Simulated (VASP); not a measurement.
Crystal: Pd.

```
Pd
1.0
     2.18409    0.00000    0.00000
    -1.09205    1.89148    0.00000
     0.00000    0.00000    2.09127
Pd
1
Direct
  0.00000 0.00000 0.00000
```

This cell differs from its parent crystal: volume scaled by 0.52.

Base run:

| Quantity | Value |
| --- | --- |
| Program | VASP 6.6.1 |
| Functional | PBE |
| Potentials or basis | VASP PAW PBE potentials, release 64 (Pd) |
| Cutoff | 520 eV |
| k mesh | 16 × 16 × 15 |
| Occupations | fermi-dirac, width 0.08 eV |
| Spin | no spin polarisation |

Its results: band gap on the k mesh zero (band 5 reaches 25.35 eV, above the bottom of band 6 at 19.13 eV); pressure 499.3 GPa.

The run is repeated on the same cell with these changes: potentials or basis from VASP PAW PBE potentials, release 64 (Pd) to VASP PAW PBE potentials, release 64 (Pd_sv_GW); cutoff from 520 eV to 540 eV; further incar settings from ALGO = Normal; EDIFF = 1e-06; NBANDS = 11 to ALGO = Normal; EDIFF = 1e-06; NBANDS = 15; valence electrons from 10 to 18. What comes out?

Band gap on the k mesh zero (band 9 reaches 22.67 eV, above the bottom of band 10 at 16.61 eV); pressure 506.5 GPa.
